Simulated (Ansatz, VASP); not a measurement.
# Two plane-wave programs on Si3Ge2

The input INCAR:

```
SYSTEM = Si3Ge2
  PREC = Accurate
  ENCUT = 600
  EDIFF = 1E-6
  ISMEAR = 0
  SIGMA = 0.1
  LREAL = .False.
  LASPH = .True.
  NELM = 60
  ALGO = Normal
  ISIF = 3
  LWAVE = .False.
  LCHARG = .False.
  GGA = PE
  IBRION = 2
  NSW = 90
  EDIFFG = -0.04
```

KPOINTS

```
regular mesh
0
Gamma
  6 6 2
  0 0 0
```

Contents of POSCAR:

```
Si3Ge2
1.0
    2.7455673400      0.0000000000      0.0000000000
   -1.3727836700      2.3777310700      0.0000000000
    0.0000000000      0.0000000000     12.8912367000
Si Ge
3 2
Direct
    0.0000000000      0.0000000000      0.8000000000
    0.0000000000      0.0000000000      0.0000000000
    0.0000000000      0.0000000000      0.2000000000
    0.0000000000      0.0000000000      0.4000000000
    0.0000000000      0.0000000000      0.6000000000
```

Input for Ansatz:

```yaml
crystal:
  lattice:
    - [2.74556734, 0.0, 0.0]
    - [-1.37278367, 2.37773107, 0.0]
    - [0.0, 0.0, 12.8912367]
  atoms:
    - { symbol: Si, position: [0.0, 0.0, 0.8] }
    - { symbol: Si, position: [0.0, 0.0, 0.0] }
    - { symbol: Si, position: [0.0, 0.0, 0.2] }
    - { symbol: Ge, position: [0.0, 0.0, 0.4] }
    - { symbol: Ge, position: [0.0, 0.0, 0.6] }
basis:
  ecutwfc: 420
kpoints:
  mp_grid: { grid: [6, 6, 2] }
hamiltonian:
  xc: pbe
scf:
  occupations: { method: gaussian, width: 0.1 }
  lower_state_search: "off"
output:
  forces: true
  stress: true
  eigenvalues: true
relax:
  adjacent_minimum: "off"
  f_tol: 0.04
  max_steps: 70
  cell: { stress_tol: 0.4 }
```

Alike in both runs: task relaxation of cell and atoms; functional PBE; k mesh 6 × 6 × 2; occupations gaussian, width 0.1 eV; no spin polarisation.

|  | VASP | Ansatz |
| --- | --- | --- |
| version | VASP 6.6.1 | Ansatz 0.2.0 |
| potentials or method | VASP PAW PBE potentials, release 64 (Si, Ge_d), cutoff 600 eV | scalar-relativistic, plane waves, PAW |
| valence electrons in the cell | 40 | 40 |

```tsv
	VASP	Ansatz	Ansatz less VASP
gap on the k mesh at the Fermi level, each at its own relaxed structure (eV)	none	none	-
relaxed volume (Å³/atom)	17.29	17.17	-0.119
relaxed cell length with the largest relative difference (Å)	13.543	13.441	-0.1023
```

A gap of «none» marks a metal or a gap that the smearing closes.

The k mesh is coarse, so the values compare programs but aren't converged. Noted on VASP's run: too few bands were computed for a metal, which touches its energy and stress.
